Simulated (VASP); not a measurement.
**TaN: single point with PBE**

Crystal: TaN.

```
CELL_PARAMETERS angstrom
0.00000 2.17900 2.17900
2.17900 0.00000 2.17900
2.17900 2.17900 0.00000
ATOMIC_POSITIONS crystal
Ta 0.50000 0.50000 0.50000
N 0.00000 0.00000 0.00000
```

```json
{
  "Program": "VASP 6.6.1",
  "Task": "single point",
  "Functional": "PBE",
  "Potentials or basis": "VASP PAW PBE potentials, release 64 (Ta_pv, N)",
  "Cutoff": "600 eV",
  "k mesh": "6 × 6 × 6",
  "Occupations": "gaussian, width 0.1 eV",
  "Spin": "collinear spin, ferromagnetic start",
  "Starting moments": "[1.0, 0.0] μB",
  "Dipole correction": "no",
  "Further INCAR settings": "ALGO = Normal; EDIFF = 1e-06; NBANDS = 19"
}
```

```json
{"Pressure": "16.0 GPa", "Band gap on the k mesh": "zero (filled and empty bands overlap)", "Net moment": "0.00 μB per cell", "Valence electrons inside the program's atomic spheres": "Ta 9.00; N 3.79"}
```

Levels at points of the mesh, in eV from the Fermi level:
Spin up:
| k point | band 4 | band 5 | band 6 | band 7 | band 8 | band 9 | band 10 | band 11 | band 12 | band 13 |
| --- | --- | --- | --- | --- | --- | --- | --- | --- | --- | --- |
| (0.00, 0.00, 0.00) | -19.12 | -3.93 | -3.93 | -3.93 | -2.23 | -2.23 | -2.23 | 0.02 | 0.02 | 1.72 |
| (0.50, 0.00, 0.00) | -15.93 | -10.64 | -7.82 | -7.82 | 1.94 | 1.94 | 2.04 | 3.87 | 7.78 | 7.78 |
| (0.50, 0.50, 0.00) | -17.86 | -6.74 | -5.70 | -4.74 | -4.74 | 2.16 | 3.65 | 3.65 | 4.79 | 7.09 |
Spin down:
```csv
k point,band 5,band 6,band 7,band 8,band 9,band 10,band 11,band 12
"(0.00, 0.00, 0.00)",-3.93,-3.93,-3.93,-2.23,-2.23,-2.23,0.02,0.02
"(0.50, 0.00, 0.00)",-10.64,-7.82,-7.82,1.94,1.94,2.04,3.87,7.78
"(0.50, 0.50, 0.00)",-6.74,-5.70,-4.73,-4.73,2.16,3.65,3.65,4.79
```

Run time: 33 s on 1 thread of AMD EPYC 7R13 (shared host), peak memory 0.15 GiB.

Caveat: the k points lie up to 0.42 Å⁻¹ apart; spin-orbit coupling is left out, which moves the levels of the heavy elements.
